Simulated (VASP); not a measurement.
# Al (P6_3/mmc) in VASP: further runs

Runs on Al. Level: PBE+D3(BJ). Tasks: single point.

All numbers are computed with VASP 6.6.1; they aren't measurements. Logs are shortened: lines on timing, memory, paths and dates and some standing lists are left out, and cuts for length are marked.

### 1 The cell of the first run

The structure is hexagonal, space group P6_3/mmc (No. 194). Conventional cell: a = 2.775 Å, b = 2.775 Å, c = 8.443 Å, α = 90.00°, β = 90.00°, γ = 120.00°. Al (site symmetry -3m) has 12 Al at 2.65 to 2.77 Å within 3.5 Å. Within 3.5 Å of Al (site symmetry -6m2) lie 12 Al at 2.65 to 2.77 Å.

### 2 Single point, PBE+D3(BJ)

Input file INCAR:

```
SYSTEM = Al
  ALGO = Fast
  EDIFF = 1E-6
  ENCUT = 520
  GGA = PE
  ISIF = 2
  ISMEAR = 0
  IVDW = 12
  LASPH = .True.
  LCHARG = .False.
  LREAL = .False.
  LWAVE = .False.
  NBANDS = 14
  NELM = 80
  PREC = Accurate
  SIGMA = 0.15
```

Input file KPOINTS:

```
k-points
0
Gamma
  18 18 4
  0 0 0
```

Input file POSCAR:

```
Al
1.0
    2.7750000000      0.0000000000      0.0000000000
   -1.3875000000      2.4032204955      0.0000000000
    0.0000000000      0.0000000000      8.4426000000
Al
4
Direct
    0.0000000000      0.0000000000      0.0000000000
    0.3333333333      0.6666666667      0.2500000000
    0.0000000000      0.0000000000      0.5000000000
    0.6666666667      0.3333333333      0.7500000000
```

Potentials or basis: VASP PAW PBE potentials, release 64 (Al).

On the command line:

```
> cat potpaw_PBE.64/Al/POTCAR > POTCAR
> mpirun -np 1 vasp_std > vasp.out
```

OUTCAR:

```text
SYSTEM = Al
   EDIFF = 1E-6
   ENCUT = 520
   GGA = PE
   ISIF = 2
   ISMEAR = 0
   IVDW = 12
   LASPH = .True.
   LREAL = .False.
   NELM = 80
   PREC = Accurate
 IVDW          = 12

 ion  position               nearest neighbor table
   1  0.000  0.000  0.000-   2 2.65   4 2.65   2 2.65   4 2.65   4 2.65   2 2.65
   2  0.333  0.667  0.250-   1 2.65   3 2.65   1 2.65   3 2.65   1 2.65   3 2.65
   3  0.000  0.000  0.500-   2 2.65   4 2.65   2 2.65   4 2.65   4 2.65   2 2.65
   4  0.667  0.333  0.750-   1 2.65   3 2.65   1 2.65   3 2.65   1 2.65   3 2.65

  LATTYP: Found a hexagonal cell.
 ALAT       =     2.7750000000
 C/A-ratio  =     3.0423783784

  Lattice vectors:

 A1 = (   2.7750000000,   0.0000000000,   0.0000000000)
 A2 = (  -1.3875000000,   2.4032204955,   0.0000000000)
 A3 = (   0.0000000000,   0.0000000000,   8.4426000000)

Analysis of symmetry for initial positions (statically):
=====================================================================
 Subroutine PRICEL returns:
 Original cell was already a primitive cell.

 Routine SETGRP: Setting up the symmetry group for a
 hexagonal supercell.

 Subroutine GETGRP returns: Found 24 space group operations
 (whereof 12 operations were pure point group operations)
 out of a pool of 24 trial point group operations.

The static configuration has the point symmetry D_3d.
 The point group associated with its full space group is D_6h.

Analysis of symmetry for dynamics (positions and initial velocities):
=====================================================================
 Subroutine PRICEL returns:
 Original cell was already a primitive cell.

 Routine SETGRP: Setting up the symmetry group for a
 hexagonal supercell.

 Subroutine GETGRP returns: Found 24 space group operations
 (whereof 12 operations were pure point group operations)
 out of a pool of 24 trial point group operations.

The dynamic configuration has the point symmetry D_3d.
 The point group associated with its full space group is D_6h.

 Subroutine INISYM returns: Found 24 space group operations
 (whereof 12 operations are pure point group operations),
 and found     1 'primitive' translations

----------------------------------------------------------------------------------------

                                     Primitive cell

  volume of cell :      56.3032

  direct lattice vectors                    reciprocal lattice vectors
     2.775000000  0.000000000  0.000000000     0.360360360  0.208054151  0.000000000
[... 105 lines left out ...]
   ISMEAR =     0;   SIGMA  =   0.15  broadening in eV -4-tet -1-fermi 0-gaus
   EFERMI_NEDOS =   21; number of points for ismear=-14 and -15
   IALGO  =     68    algorithm
   IMIX   =      4    mixing-type and parameters
     AMIX     =   0.40;   BMIX     =  1.00
     AMIX_MAG =   1.60;   BMIX_MAG =  1.00
  volume/ion in A,a.u.               =      14.08        94.99
  Fermi-wavevector in a.u.,A,eV,Ry     =   0.977892  1.847948 13.010886  0.956273
  Thomas-Fermi vector in A             =   2.108625
   LORBIT       =      0    0 simple, 1 ext, 2 COOP (PROOUT), +10 PAW based schemes
   GGA     = PE    functional components
   LHFCALC =     F    Hartree Fock is set to
   AEXX    =    0.0000 exact exchange contribution
   IVDW    =    12    specifies the selected vdW correction
   LEPSILON=     F    determine dielectric tensor
   LRPA    =     F    only Hartree local field effects (RPA)
 non-spin polarized calculation
 RMM-DIIS sequential band-by-band and
 Gauss-broadening in eV      SIGMA  =   0.15
  energy-cutoff  :      520.00
  volume of cell :       56.30
 maximum number of plane-waves:      1531
 NGX is ok and might be reduce to    24
   NGX = 11   NGY = 11   NGZ = 31

 number of electron      12.0000000 magnetization

 Free energy of the ion-electron system (eV)
  ---------------------------------------------------
  ext. energy  EPLUGINS =         0.00000000
  ---------------------------------------------------
  free energy    TOTEN  =       -14.38080182 eV

  energy without entropy =      -14.36687097  energy(sigma->0) =      -14.37383640

 E-fermi :   9.7375     XC(G=0): -10.7845

 val. band max:        9.6885018683   @ k =   0.2222   0.2222   0.5000
 cond. band min:       9.7513564472   @ k =   0.2778   0.0556   0.5000
 fundamental gap:      0.0628545789
 Fermi energy:         9.7374860565

 k-point     1 :       0.0000    0.0000    0.0000
  band No.  band energies     occupation
      1      -2.5206      2.00000
      2      -0.4668      2.00000
      3      -0.4637      2.00000
      4       5.0098      2.00000
      5       6.0923      2.00000
      6      15.0037      0.00000
      7      15.0442      0.00000
      8      20.5096      0.00000
      9      20.5096      0.00000
     10      20.6275      0.00000
     11      20.6275      0.00000
     12      21.6380      0.00000
     13      21.6730      0.00000
     14      21.8086      0.00000
[... 377 lines left out ...]
      1       2.6594      2.00000
      2       4.5730      2.00000
      3       4.5989      2.00000
      4       5.3439      2.00000
      5       7.3611      2.00000
      6       7.3820      2.00000
      7       9.8660      0.22581
      8      10.8676      0.00000
      9      12.1370      0.00000
     10      12.4230      0.00000
     11      14.0083      0.00000
     12      14.0562      0.00000
     13      14.8316      0.00000
     14      18.8986      0.00000

 [... further k-points ...]

------------------------ aborting loop because EDIFF is reached ----------------------------------------

 Edisp (eV)   -1.58761

 E8    (eV) :    -0.7119

  FORCE on cell =-STRESS in cart. coord.  units (eV):
  Direction    XX          YY          ZZ          XY          YZ          ZX
  --------------------------------------------------------------------------------------
  -------------------------------------------------------------------------------------
  Total       3.72232     3.72232     7.23122     0.00000    -0.00000     0.00000
  in kB     105.92322   105.92322   205.77336     0.00000    -0.00000     0.00000
  external pressure =      139.21 kB  Pullay stress =        0.00 kB

 VOLUME and BASIS-vectors are now :
 -----------------------------------------------------------------------------
  energy-cutoff  :      520.00
  volume of cell :       56.30
      direct lattice vectors                 reciprocal lattice vectors
     2.775000000  0.000000000  0.000000000     0.360360360  0.208054151  0.000000000
    -1.387500000  2.403220495  0.000000000     0.000000000  0.416108302  0.000000000
     0.000000000  0.000000000  8.442600000     0.000000000  0.000000000  0.118446924

 POSITION                                       TOTAL-FORCE (eV/Angst)
 -----------------------------------------------------------------------------------
      0.00000      0.00000      0.00000        -0.000000      0.000000      0.000000
     -0.00000      1.60215      2.11065         0.000000     -0.000000      0.000000
      0.00000      0.00000      4.22130         0.000000      0.000000      0.000000
      1.38750      0.80107      6.33195        -0.000000      0.000000     -0.000000
 -----------------------------------------------------------------------------------
    total drift:                               -0.000000      0.000000      0.000000

  FREE ENERGIE OF THE ION-ELECTRON SYSTEM (eV)
  ---------------------------------------------------
  free  energy   TOTEN  =       -15.9684130609 eV

  energy  without entropy=      -15.9544822053  energy(sigma->0) =      -15.96144763
```

OSZICAR:

```text
N       E                     dE             d eps       ncg     rms          rms(c)
DAV:   1     0.878887802849E+01    0.87889E+01   -0.43162E+03  3108   0.673E+02
DAV:   2    -0.138056601061E+02   -0.22595E+02   -0.20934E+02  4106   0.958E+01
DAV:   3    -0.144897791238E+02   -0.68412E+00   -0.67669E+00  4016   0.136E+01
DAV:   4    -0.144941073445E+02   -0.43282E-02   -0.43275E-02  3680   0.137E+00
DAV:   5    -0.144941563469E+02   -0.49002E-04   -0.49002E-04  4086   0.147E-01    0.325E+00
RMM:   6    -0.144277378008E+02    0.66419E-01   -0.33980E-03  3119   0.347E-01    0.190E+00
RMM:   7    -0.143811063080E+02    0.46631E-01   -0.10356E-02  3226   0.584E-01    0.202E-01
RMM:   8    -0.143807982305E+02    0.30808E-03   -0.85122E-04  3308   0.192E-01    0.281E-02
RMM:   9    -0.143808041126E+02   -0.58821E-05   -0.12296E-04  3496   0.804E-02    0.418E-02
RMM:  10    -0.143808059201E+02   -0.18076E-05   -0.15636E-05  3586   0.262E-02    0.974E-02
RMM:  11    -0.143808032341E+02    0.26860E-05   -0.37579E-06  3381   0.125E-02    0.638E-02
RMM:  12    -0.143808017545E+02    0.14797E-05   -0.85948E-07  2335   0.646E-03    0.172E-02
RMM:  13    -0.143808018250E+02   -0.70476E-07   -0.27327E-07  1811   0.376E-03
   1 F= -.15968413E+02 E0= -.15961448E+02  d E =-.139309E-01
```

stdout:

```text
POSCAR found type information on POSCAR Al
 POSCAR found :  1 types and       4 ions
 scaLAPACK will be used
 LDA part: xc-table for (Slater+PW92), standard interpolation
 POSCAR, INCAR and KPOINTS ok, starting setup
 FFT: planning ... GRIDC
 FFT: planning ... GRID_SOFT
 FFT: planning ... GRID
 WAVECAR not read
 entering main loop
```

Run time: 70 s. Hardware: 1 thread of Intel Xeon Platinum 8259CL at 2.50GHz (Skylake/Cascade Lake), shared host; peak memory 0.22 GiB.

What came out:

```yaml
Free_energy: -15.9684 eV
Pressure: 13.9 GPa
Band_gap_on_the_k_mesh: zero (band 6 reaches 15.09 eV, above the bottom of band 7 at 7.87 eV)
Dispersion_energy_per_atom: -0.397 eV
```

Levels at points of the mesh, in eV from the Fermi level:
| k point | band 3 | band 4 | band 5 | band 6 | band 7 | band 8 | band 9 | band 10 |
| --- | --- | --- | --- | --- | --- | --- | --- | --- |
| (0.00, 0.00, 0.00) | -10.20 | -4.73 | -3.65 | 5.27 | 5.31 | 10.77 | 10.77 | 10.89 |
| (0.50, 0.00, 0.00) | -4.49 | -4.43 | -3.64 | -3.58 | 0.94 | 1.33 | 2.35 | 2.49 |
| (0.00, 0.00, 0.50) | -7.69 | -7.69 | 0.19 | 0.19 | 10.86 | 10.86 | 11.14 | 11.14 |
| (0.50, 0.00, 0.50) | -5.50 | -5.50 | -1.94 | -1.94 | -1.19 | -1.19 | 5.24 | 5.24 |

Caveat: pairwise dispersion overbinds metals, which lowers pressure and volume.

### 3 Single point, PBE+D3(BJ)

This run uses another cell than the first one, of 14.12 Å³/atom, 1.003 times its volume.

Input file INCAR:

```
SYSTEM = Al
PREC = Accurate
ENCUT = 520
EDIFF = 1E-7
ISMEAR = 0
SIGMA = 0.15
LREAL = .FALSE.
LASPH = .TRUE.
NELM = 100
ALGO = Fast
ISIF = 2
LWAVE = .FALSE.
LCHARG = .FALSE.
GGA = PE
IVDW = 12
NBANDS = 14
```

Input file KPOINTS:

```
Automatic mesh
0
G
  18 18 4
  0 0 0
```

Input file POSCAR:

```
Al
1.0
    2.6568000000      0.0000000000      0.0000000000
   -1.3284000000      2.3008562928      0.0000000000
    0.0000000000      0.0000000000      9.2410470711
Al
4
Direct
    0.0000000000      0.0000000000      0.0000000000
    0.3333333333      0.6666666667      0.2500000000
    0.0000000000      0.0000000000      0.5000000000
    0.6666666667      0.3333333333      0.7500000000
```

Potentials or basis: VASP PAW PBE potentials, release 64 (Al).

On the command line:

```
> cat potpaw_PBE.64/Al/POTCAR > POTCAR
> mpirun -np 1 vasp_std > vasp.out
```

Run time: 69 s. Hardware: 1 thread of Intel Xeon Platinum 8259CL at 2.50GHz (Skylake/Cascade Lake), shared host; peak memory 0.21 GiB.

It converged, with:

```
Free energy                : -16.0045 eV
Pressure                   : 13.5 GPa
Band gap on the k mesh     : zero (band 6 reaches 13.08 eV, above the bottom of band 7 at 8.29 eV)
Dispersion energy per atom : -0.396 eV
```

Stress tensor (GPa, compression positive):
```
16.76  0.00  0.00
 0.00 16.76  0.00
 0.00  0.00  6.89
```

Levels at points of the mesh, in eV from the Fermi level:
```
           k point  band 3  band 4  band 5  band 6  band 7  band 8  band 9  band 10
(0.00, 0.00, 0.00)  -10.52   -5.58   -5.40    2.54    2.55   11.94   12.79    12.79
(0.50, 0.00, 0.00)   -4.29   -4.22   -3.35   -3.28    0.75    1.07    1.11     1.56
(0.00, 0.00, 0.50)   -8.40   -8.40   -1.82   -1.82    7.51    7.51   12.99    12.99
(0.50, 0.00, 0.50)   -4.97   -4.97   -2.03   -2.03   -1.30   -1.30    4.49     4.49
```

Caveat: pairwise dispersion overbinds metals, which lowers pressure and volume.

### 4 Single point, PBE+D3(BJ)

This run uses another cell than the first one, of 14.18 Å³/atom, 1.008 times its volume.

Input file INCAR:

```
SYSTEM = Al
PREC = Accurate ; ENCUT = 520
EDIFF = 1E-6 ; ISMEAR = 0
SIGMA = 0.15 ; LREAL = .False.
LASPH = .True. ; NELM = 80
ALGO = Fast ; ISIF = 2
LWAVE = .False. ; LCHARG = .True.
GGA = PE ; IVDW = 12
LELF = .True. ; LVHAR = .True.
NBANDS = 14
```

Input file KPOINTS:

```
regular mesh
0
Gamma
  18 18 4
  0 0 0
```

Input file POSCAR:

```
Al
1.0
    2.8538000000      0.0000000000      0.0000000000
   -1.4269000000      2.4714632973      0.0000000000
    0.0000000000      0.0000000000      8.0434000000
Al
4
Direct
    0.0000000000      0.0000000000      0.0000000000
    0.3333333333      0.6666666667      0.2500000000
    0.0000000000      0.0000000000      0.5000000000
    0.6666666667      0.3333333333      0.7500000000
```

On the command line:

```
> cat potpaw_PBE.64/Al/POTCAR > POTCAR
> mpirun -np 1 vasp_std > vasp.out
```

Wall time 64 s (1 thread of Intel Xeon Platinum 8259CL at 2.50GHz (Skylake/Cascade Lake), shared host); peak memory 0.22 GiB.

The run converged. Its results:

```yaml
Free_energy: -15.7038 eV
Pressure: 15.4 GPa
Band_gap_on_the_k_mesh: zero (band 6 reaches 16.54 eV, above the bottom of band 7 at 7.60 eV)
Dispersion_energy_per_atom: -0.394 eV
```

Stress tensor (GPa, compression positive):
```
 8.19  0.00  0.00
 0.00  8.19  0.00
 0.00  0.00 29.71
```

Levels at points of the mesh, in eV from the Fermi level:
```
           k point  band 2  band 3  band 4  band 5  band 6  band 7  band 8  band 9  band 10  band 11
(0.00, 0.00, 0.00)   -9.93   -9.92   -4.05   -2.57    6.91    7.03    9.48    9.48     9.74     9.74
(0.50, 0.00, 0.00)   -6.21   -4.57   -4.44   -3.77   -3.62    1.23    1.65    2.94     3.12     4.49
(0.00, 0.00, 0.50)  -11.62   -7.17   -7.17    1.48    1.48    9.89    9.89    9.89     9.89    10.24
(0.50, 0.00, 0.50)   -5.82   -5.68   -5.68   -1.81   -1.81   -1.01   -1.01    4.96     4.96     5.34
```

Caveat: pairwise dispersion overbinds metals, which lowers pressure and volume.

### 5 Single point, PBE+D3(BJ)

This run uses another cell than the first one, of 14.22 Å³/atom, 1.011 times its volume.

Input file INCAR:

```
SYSTEM = Al
ALGO = Normal ; EDIFF = 1E-6
ENCUT = 520 ; GGA = PE
ISIF = 2 ; ISMEAR = 0
IVDW = 12 ; LASPH = .TRUE.
LCHARG = .FALSE. ; LREAL = .FALSE.
LWAVE = .FALSE. ; NBANDS = 14
NELM = 100 ; PREC = Accurate
SIGMA = 0.15
```

Input file KPOINTS:

```
k-points
0
G
  18 18 4
  0 0 0
```

Input file POSCAR:

```
Al
1.0
    3.0114000000      0.0000000000      0.0000000000
   -1.5057000000      2.6079489009      0.0000000000
    0.0000000000      0.0000000000      7.2450000000
Al
4
Direct
    0.0000000000      0.0000000000      0.0000000000
    0.3333333333      0.6666666667      0.2500000000
    0.0000000000      0.0000000000      0.5000000000
    0.6666666667      0.3333333333      0.7500000000
```

On the command line:

```
> cat potpaw_PBE.64/Al/POTCAR > POTCAR
> mpirun -np 1 vasp_std > vasp.out
```

Wall time 44 s (1 thread of Intel Xeon Platinum 8259CL at 2.50GHz (Skylake/Cascade Lake), shared host); peak memory 0.22 GiB.

Results (log left out):

| Item | Value |
| --- | --- |
| Free energy | -14.7284 eV |
| Pressure | 23.4 GPa |
| Band gap on the k mesh | zero (band 6 reaches 16.69 eV, above the bottom of band 7 at 6.97 eV) |
| Dispersion energy per atom | -0.393 eV |

Stress tensor (GPa, compression positive):
```
12.07  0.00  0.00
 0.00 12.07  0.00
 0.00  0.00 46.12
```

Levels at points of the mesh, in eV from the Fermi level:
| k point | band 2 | band 3 | band 4 | band 5 | band 6 | band 7 | band 8 | band 9 | band 10 | band 11 |
| --- | --- | --- | --- | --- | --- | --- | --- | --- | --- | --- |
| (0.00, 0.00, 0.00) | -9.37 | -9.34 | -2.29 | -0.32 | 7.02 | 7.02 | 7.53 | 7.53 | 9.14 | 9.14 |
| (0.50, 0.00, 0.00) | -6.66 | -4.70 | -4.40 | -3.88 | -3.58 | 2.29 | 2.67 | 2.68 | 3.18 | 4.82 |
| (0.00, 0.00, 0.50) | -11.43 | -6.00 | -6.00 | 4.39 | 4.39 | 7.51 | 7.51 | 7.51 | 7.51 | 8.31 |
| (0.50, 0.00, 0.50) | -6.33 | -5.98 | -5.98 | -1.34 | -1.34 | -0.43 | -0.43 | 3.26 | 3.26 | 4.80 |

Caveat: pairwise dispersion overbinds metals, which lowers pressure and volume.

(Continued in part 2 of 2.)
